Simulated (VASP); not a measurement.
Wanted: the native input for a VASP 6.6.1 run.

| Quantity | Value |
| --- | --- |
| Task | relaxation of cell and atoms |
| Functional | PBE |
| Potentials or basis | VASP PAW PBE potentials, release 64 (Dy_3, Ta_pv, F), 4f in core |
| Cutoff | 600 eV |
| k mesh | 6 × 6 × 12 |
| Occupations | gaussian, width 0.1 eV |
| Spin | no spin polarisation |
| Dipole correction | no |
| Further INCAR settings | ALGO = Normal; EDIFF = 1e-07; IBRION = 2; EDIFFG = -0.01; NSW = 100; ISIF = 3 |

The structure of Dy3TaF2 lies in POSCAR:

```
Dy3TaF2
1.0
    6.7265858411      0.0000000000      0.0000000000
   -3.3632929205      5.8253942191      0.0000000000
    0.0000000000      0.0000000000      2.9586392585
Dy Ta F
3 1 2
Direct
    0.0000000000      0.5000000000      0.0000000000
    0.5000000000      0.0000000000      0.0000000000
    0.5000000000      0.5000000000      0.0000000000
    0.0000000000      0.0000000000      0.5000000000
    0.3333333333      0.6666666667      0.5000000000
    0.6666666667      0.3333333333      0.5000000000
```

The cell was generated, and may not be a known phase.

These files were run (other wordings do the same):

INCAR

```
ALGO = Normal
EDIFF = 1E-7
EDIFFG = -0.01
ENCUT = 600
GGA = PE
GGA_COMPAT = F
IBRION = 2
ISIF = 3
ISMEAR = 0
LASPH = T
LCHARG = F
LMAXMIX = 6
LREAL = F
LWAVE = F
NELM = 200
NELMIN = 4
NSW = 100
PREC = Accurate
SIGMA = 0.1
```

KPOINTS

```
k-points
0
Gamma
  6 6 12
```

Potentials or basis: VASP PAW PBE potentials, release 64 (Dy_3, Ta_pv, F), 4f in core.

Run with:

```bash
$ cat potpaw_PBE.64/Dy_3/POTCAR potpaw_PBE.64/Ta_pv/POTCAR potpaw_PBE.64/F/POTCAR > POTCAR
$ mpirun -np 1 vasp_std > vasp.out
```

Results of the run:

* Relaxed volume: 19.42 Å³/atom
* Relaxed cell: a = 6.780 Å, b = 6.780 Å, c = 2.928 Å, α = 90.00°, β = 90.00°, γ = 120.00°
* Space group after relaxing (to 0.1 Å): P6/mmm (No. 191)
* Energy gained by relaxing: 1.7 meV/atom
* Ionic steps: 3
* Pressure after relaxing: 0.0 GPa
* Band gap on the k mesh: zero (bands 26 and 27 overlap by 1.71 eV)

Caveat: spin-orbit coupling is left out, which moves the levels of the heavy elements; the 4f electrons are frozen in the core, so they carry no moment and show no levels; the run has no spin polarisation, though such a crystal can be magnetic.

Run time: 8.1 min on 1 thread of Intel(R) Xeon(R) Platinum 8488C (Sapphire Rapids) (shared host), peak memory 0.41 GiB.
